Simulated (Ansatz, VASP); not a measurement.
One calculation of B2Pt, two programs

```
CELL_PARAMETERS angstrom
3.03821 0.00000 0.00000
-1.51910 2.63116 0.00000
0.00000 0.00000 7.20339
ATOMIC_POSITIONS crystal
B 0.33333 0.66667 0.89110
B 0.00000 0.00000 0.33623
B 0.00000 0.00000 0.83623
B 0.66667 0.33333 0.39110
Pt 0.66667 0.33333 0.09618
Pt 0.33333 0.66667 0.59618
```

Alike in both runs: task relaxation of cell and atoms; functional PBE; dispersion D3(BJ); k mesh 6 × 6 × 4; occupations gaussian, width 0.1 eV; no spin polarisation.

|  | VASP | Ansatz |
| --- | --- | --- |
| version | VASP 6.6.1 | Ansatz 0.2.0 |
| potentials or method | VASP PAW PBE potentials, release 64 (B, Pt), cutoff 600 eV | scalar-relativistic, plane waves, PAW |
| valence electrons in the cell | 32 | 48 |

```tsv
	VASP	Ansatz	Ansatz less VASP
gap on the k mesh at the Fermi level, each at its own relaxed structure (eV)	none	none	-
relaxed volume (Å³/atom)	9.55	9.56	+0.012
relaxed cell length with the largest relative difference (Å)	3.036	3.038	+0.0026
```

A gap of «none» marks a metal or a gap that the smearing closes. VASP's potentials hold 32 valence electrons a cell and Ansatz's 48, so a difference there can come from the potentials and not from the codes.

The k mesh is coarse, so the values compare programs but aren't converged. Spin-orbit coupling is off throughout.
